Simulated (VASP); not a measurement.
Crystal: Cr.

```xyz
1
Lattice="-1.4239 1.4239 1.4239 1.4239 -1.4239 1.4239 1.4239 1.4239 -1.4239" Properties=species:S:1:pos:R:3 pbc="T T T"
Cr    0.0000    0.0000    0.0000
```

```yaml
Program: VASP 6.6.1
Task: relaxation of cell and atoms
Functional: PBE
Dispersion: D3(BJ)
Potentials_or_basis: VASP PAW PBE potentials, release 64 (Cr_pv)
Cutoff: 500 eV
k_mesh: 20 × 20 × 20
Occupations: gaussian, width 0.1 eV
Spin: no spin polarisation
```

At the start: pressure -7.8 GPa; volume 11.55 Å³/atom.

Question: Where does the relaxation end?

Answer: Over 4 steps the energy falls by 8.5 meV/atom and the volume is 11.21 Å³/atom (-2.9 %); space group Im-3m (No. 229, to 0.05 Å).

The path:
```
step  energy change (eV)  largest force (eV/Å)  pressure (GPa)  volume (Å³)
   1              0.0000                0.0000           -7.82        11.55
   2              0.0200                0.0000           16.53        10.63
   3             -0.0085                0.0000           -0.16        11.21
   4             -0.0085                0.0000            0.04        11.21
```

Final structure:
```
Cr
1.0
    -1.40980    1.40980    1.40980
     1.40980   -1.40980    1.40980
     1.40980    1.40980   -1.40980
Cr
1
Cartesian
  0.0000 0.0000 0.0000
```

Caveat: the run has no spin polarisation, though such a crystal can be magnetic; pairwise dispersion overbinds metals, which lowers pressure and volume.
